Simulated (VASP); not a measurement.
Set up this calculation in VASP 6.6.1, as the native input.

* Task: single point
* Functional: PBE
* Potentials or basis: VASP PAW PBE potentials, release 64 (Al)
* Cutoff: 520 eV
* k mesh: 12 × 12 × 12
* Occupations: methfessel-paxton, width 0.15 eV
* Spin: no spin polarisation
* Dipole correction: no
* Further INCAR settings: ALGO = Normal; EDIFF = 1e-07; NBANDS = 8

The structure of Al lies in POSCAR:

```
Al
1.0
    0.0000000000      2.0514552924      2.0514552924
    2.0514552924      0.0000000000      2.0514552924
    2.0514552924      2.0514552924      0.0000000000
Al
1
Direct
    0.0000000000      0.0000000000      0.0000000000
```

The input as run:

INCAR

```
SYSTEM = Al
PREC = Accurate
ENCUT = 520
EDIFF = 1E-7
ISMEAR = 1
SIGMA = 0.15
LREAL = .FALSE.
LASPH = .TRUE.
NELM = 60
ALGO = Normal
ISIF = 2
LWAVE = .FALSE.
LCHARG = .TRUE.
GGA = PE
LELF = .TRUE.
LVHAR = .TRUE.
NBANDS = 8
```

KPOINTS

```
Automatic mesh
0
G
  12 12 12
  0 0 0
```

Potentials or basis: VASP PAW PBE potentials, release 64 (Al).

Command:

```console
$ cat potpaw_PBE.64/Al/POTCAR > POTCAR
$ mpirun -np 1 vasp_std > vasp.out
```

It gave:

```yaml
Pressure: -3.2 GPa
```

Wall time 11 s on 1 thread of Intel Xeon 8259CL, with other jobs on the host, peak memory 0.13 GiB.
